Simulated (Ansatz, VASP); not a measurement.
# Cu4Au3 in VASP and in Ansatz

```
Cu Au
1.0
     2.81992    0.00000    0.00000
     0.00000    2.81992    0.00000
     0.00000    0.00000   25.72199
Cu Au
4 3
Direct
  0.50000 0.50000 0.29466
  0.50000 0.50000 0.43064
  0.50000 0.50000 0.56936
  0.50000 0.50000 0.70534
  0.00000 0.00000 0.36089
  0.00000 0.00000 0.50000
  0.00000 0.00000 0.63911
```

Alike in both runs: functional PBEsol; k mesh 12 × 12 × 1; occupations gaussian, width 0.1 eV; no spin polarisation.

Ansatz relaxed the structure, and its values are those at the end. VASP's run is a single point on that final structure, the one shown.

```csv
,VASP,Ansatz
version,VASP 6.6.1,Ansatz 0.2.0
potentials or method,"VASP PAW PBE potentials, release 64 (Cu, Au), cutoff 520 eV","scalar-relativistic, plane waves, PAW"
valence electrons in the cell,77,133
```

|  | VASP | Ansatz | Ansatz less VASP |
| --- | --- | --- | --- |
| gap on the k mesh at the Fermi level (eV) | none | none | - |
| rms of the force components (eV/Å) | 0.004 | 0.001 | -0.0030 |

VASP's potentials were made for PBE, not for PBEsol. A gap of «none» marks a metal or a gap that the smearing closes. VASP's potentials hold 77 valence electrons a cell and Ansatz's 133, so a difference there can come from the potentials and not from the codes.

Neither program's run includes spin-orbit coupling.
